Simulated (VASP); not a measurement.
A run of VASP 6.6.1 is set up as follows.

Contents of INCAR:

```
PREC     = Accurate       # precision mode
ENCUT    = 520            # plane-wave cutoff, eV
EDIFF    = 1E-7           # SCF threshold, eV
ISMEAR   = 1              # smearing method
SIGMA    = 0.05           # smearing width, eV
LREAL    = False          # projectors in reciprocal space
LASPH    = True           # aspherical terms in the spheres
NELM     = 80             # most SCF steps
ALGO     = Normal         # electronic algorithm
ISIF     = 2              # what is computed and relaxed
LWAVE    = False          # write WAVECAR
LCHARG   = False          # write CHGCAR
GGA      = CA             # functional
NBANDS   = 10             # bands
```

File KPOINTS:

```
regular mesh
0
Gamma
  11 11 11
```

POSCAR

```
Ir
1.0
    0.0000000000      1.8782649389      1.8782649389
    1.8782649389      0.0000000000      1.8782649389
    1.8782649389      1.8782649389      0.0000000000
Ir
1
Direct
    0.0000000000      0.0000000000      0.0000000000
```

Potentials or basis: VASP PAW LDA potentials, release 64 (Ir).

Command:

```sh
$ cat potpaw_LDA.64/Ir/POTCAR > POTCAR
$ mpirun -np 1 vasp_std > vasp.out
```

(1) Predict the pressure.

Results:

(1) 23.3 GPa.
